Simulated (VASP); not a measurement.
Wanted: the native input for a VASP 6.6.1 run.

```
Task                   : single point
Functional             : PBEsol
Potentials or basis    : VASP PAW PBE potentials, release 64 (Ta_pv, N)
Cutoff                 : 600 eV
k mesh                 : 10 × 10 × 10
Occupations            : gaussian, width 0.1 eV
Spin                   : no spin polarisation
Dipole correction      : no
Further INCAR settings : ALGO = Normal; EDIFF = 1e-06; NBANDS = 44
```

The structure of Ta4N5 lies in POSCAR:

```
Ta4N5
1.0
   -3.4497223646      3.4497223646      2.1440520802
    3.4497223646     -3.4497223646      2.1440520802
    3.4497223646      3.4497223646     -2.1440520802
Ta N
4 5
Direct
    0.7835843485      0.6049567104      0.3885410588
    0.3950432896      0.7835843485      0.1786276381
    0.6049567104      0.2164156515      0.8213723619
    0.2164156515      0.3950432896      0.6114589412
    0.5000000000      0.5000000000      0.0000000000
    0.9075228507      0.3082406646      0.2157635154
    0.6917593354      0.9075228507      0.5992821861
    0.3082406646      0.0924771493      0.4007178139
    0.0924771493      0.6917593354      0.7842364846
```

This cell differs from its parent crystal: volume scaled by 1.03, then relaxed in part.

The input as run:

INCAR

```
PREC = Accurate
ENCUT = 600
EDIFF = 1E-6
ISMEAR = 0
SIGMA = 0.1
LREAL = False
LASPH = True
NELM = 120
ALGO = Normal
ISIF = 2
LWAVE = False
LCHARG = False
GGA = PS
NBANDS = 44
GGA_COMPAT = False
```

KPOINTS

```
regular mesh
0
Gamma
  10 10 10
```

Potentials or basis: VASP PAW PBE potentials, release 64 (Ta_pv, N).

Launch:

```console
$ cat potpaw_PBE.64/Ta_pv/POTCAR potpaw_PBE.64/N/POTCAR > POTCAR
$ mpirun -np 1 vasp_std > vasp.out
```

It gave:

- Pressure: -8.0 GPa
- Largest force: 0.022 eV/Å

Caveat: the PAW data sets were made with another functional, which shifts forces and pressure a little.

It took 17 min on 1 thread of Intel(R) Xeon(R) Platinum 8488C (Sapphire Rapids), with other jobs on the host, peak memory 0.73 GiB.
